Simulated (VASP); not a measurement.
Wanted: the native input for a VASP 6.6.1 run.

```
Task                   : relaxation of the atoms
Functional             : PBE
Potentials or basis    : VASP PAW PBE potentials, release 64 (Al, Ru_pv)
Cutoff                 : 520 eV
k mesh                 : 16 × 16 × 16
Occupations            : fermi-dirac, width 0.05 eV
Spin                   : no spin polarisation
Dipole correction      : no
Further INCAR settings : ALGO = Normal; EDIFF = 1e-07; IBRION = 2; EDIFFG = -0.02; NSW = 80
```

The structure of AlRu lies in POSCAR:

```
AlRu
1.0
    3.0114124979      0.0000000000      0.0000000000
    0.0000000000      3.0114124979      0.0000000000
    0.0000000000      0.0000000000      3.0114124979
Al Ru
1 1
Direct
    0.0000000000      0.0000000000      0.0000000000
    0.5000000000      0.5000000000      0.5000000000
```

This cell differs from its parent crystal: volume scaled by 1.02.

These files were run (other wordings do the same):

INCAR

```
SYSTEM = AlRu
PREC     = Accurate       ! precision mode
ENCUT    = 520            ! plane-wave cutoff, eV
EDIFF    = 1E-7           ! SCF threshold, eV
ISMEAR   = -1             ! smearing method
SIGMA    = 0.05           ! smearing width, eV
LREAL    = .FALSE.        ! projectors in reciprocal space
LASPH    = .TRUE.         ! aspherical terms in the spheres
NELM     = 100            ! most SCF steps
ALGO     = Normal         ! electronic algorithm
ISIF     = 2              ! what is computed and relaxed
LWAVE    = .FALSE.        ! write WAVECAR
LCHARG   = .FALSE.        ! write CHGCAR
GGA      = PE             ! functional
IBRION   = 2              ! ionic algorithm
NSW      = 80             ! ionic steps
EDIFFG   = -0.02          ! ionic threshold
```

KPOINTS

```
regular mesh
0
G
  16 16 16
  0 0 0
```

Potentials or basis: VASP PAW PBE potentials, release 64 (Al, Ru_pv).

The run is started by

```sh
$ cat potpaw_PBE.64/Al/POTCAR potpaw_PBE.64/Ru_pv/POTCAR > POTCAR
$ mpirun -np 1 vasp_std > vasp.out
```

It gave:

```yaml
Pressure_after_relaxing: -1.5 GPa
```

Caveat: the relaxation stopped at its first step, so nothing moved.

Run time: 44 s on 1 thread of Oxide Virtual Turin-like Processor (shared host), peak memory 0.15 GiB.
